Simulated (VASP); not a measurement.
Wanted: the native input for a VASP 6.6.1 run.

```
Task                   : single point
Functional             : PBEsol
Potentials or basis    : VASP PAW PBE potentials, release 64 (Si, Ni)
Cutoff                 : 520 eV
k mesh                 : 12 × 12 × 14
Occupations            : gaussian, width 0.15 eV
Spin                   : no spin polarisation
Dipole correction      : no
Further INCAR settings : ALGO = Normal; EDIFF = 1e-06; NBANDS = 27
```

The structure of Si2Ni lies in POSCAR:

```
Si2Ni
1.0
    0.0000000000     -2.6957048444     -2.6957048444
   -2.6957048444      0.0000000000     -2.6957048444
    2.6957048444      2.6957048444     -5.3914096888
Si Ni
4 2
Direct
    0.1313301154      0.1313301154      0.6057245908
    0.6186698846      0.6186698846      0.1442754092
    0.3686698846      0.3686698846      0.8942754092
    0.8813301154      0.8813301154      0.3557245908
   -0.0006896236     -0.0006896236      0.0018702488
    0.5006896236      0.5006896236      0.4981297512
```

This cell differs from its parent crystal: atoms displaced along a vibrational mode.

The input as run:

INCAR

```
PREC = Accurate
ENCUT = 520
EDIFF = 1E-6
ISMEAR = 0
SIGMA = 0.15
LREAL = F
LASPH = T
NELM = 100
ALGO = Normal
ISIF = 2
LWAVE = F
LCHARG = F
GGA = PS
NBANDS = 27
```

KPOINTS

```
Automatic mesh
0
Gamma
  12 12 14
```

Potentials or basis: VASP PAW PBE potentials, release 64 (Si, Ni).

Launch:

```bash
$ cat potpaw_PBE.64/Si/POTCAR potpaw_PBE.64/Ni/POTCAR > POTCAR
$ mpirun -np 1 vasp_std > vasp.out
```

Results of the run:

The pressure is 2.1 GPa, the largest force is 1.740 eV/Å and the band gap on the k mesh is zero (bands 18 and 19 overlap by 2.00 eV).

Caveat: the cell differs from its parent crystal (atoms displaced along a vibrational mode); the PAW data sets were made with another functional, which shifts forces and pressure a little.

Wall time 13 min on 1 thread of Intel(R) Xeon(R) 6975P-C (Granite Rapids), with other jobs on the host, peak memory 0.92 GiB.
